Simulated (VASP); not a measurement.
Wanted: the native input for a VASP 6.6.1 run.

```yaml
Task: single point
Functional: PBE
Potentials_or_basis: VASP PAW PBE potentials, release 64 (Ta_pv, N)
Cutoff: 520 eV
k_mesh: 6 × 6 × 8
Occupations: gaussian, width 0.05 eV
Spin: collinear spin, ferrimagnetic start
Starting_moments: "[2.0, 2.0, -2.0, 0.0, 0.0, 0.0] μB"
Dipole_correction: no
Further_INCAR_settings: ALGO = Normal; EDIFF = 1e-07; NBANDS = 37
```

The structure of TaN lies in POSCAR:

```
TaN
1.0
    5.1960001517      0.0000000000      0.0000000000
   -2.5980000758      4.4998681294      0.0000000000
    0.0000000000      0.0000000000      2.9109995993
Ta N
3 3
Direct
    0.3333333333      0.6666666667      0.5000000000
    0.6666666667      0.3333333333      0.5000000000
    0.0000000000      0.0000000000      0.0000000000
    0.3928500000      0.0000000000      0.0000000000
    0.6071500000      0.6071500000      0.0000000000
    0.0000000000      0.3928500000      0.0000000000
```

The input as run:

INCAR

```
SYSTEM = TaN
ALGO = Normal ; EDIFF = 1E-7
ENCUT = 520 ; GGA = PE
ISIF = 2 ; ISMEAR = 0
ISPIN = 2 ; LASPH = .True.
LCHARG = .False. ; LMAXMIX = 4
LORBIT = 11 ; LREAL = .False.
LWAVE = .False. ; MAGMOM = 2 2 -2 0 0 0
NBANDS = 37 ; NELM = 150
PREC = Accurate ; SIGMA = 0.05
```

KPOINTS

```
k-points
0
Gamma
  6 6 8
  0 0 0
```

Potentials or basis: VASP PAW PBE potentials, release 64 (Ta_pv, N).

Launch:

```bash
$ cat potpaw_PBE.64/Ta_pv/POTCAR potpaw_PBE.64/N/POTCAR > POTCAR
$ mpirun -np 1 vasp_std > vasp.out
```

It gave:

* Pressure: 5.6 GPa
* Largest force: 0.029 eV/Å
* Band gap on the k mesh: zero (filled and empty bands overlap)
* Net moment: 0.00 μB per cell
* Valence electrons inside the program's atomic spheres: Ta 8.94, 8.98; N 3.81

Caveat: spin-orbit coupling is left out, which moves the levels of the heavy elements.

It took 3.3 min on 1 thread of Intel Xeon 6975P-C, on a shared host, peak memory 0.3 GiB.
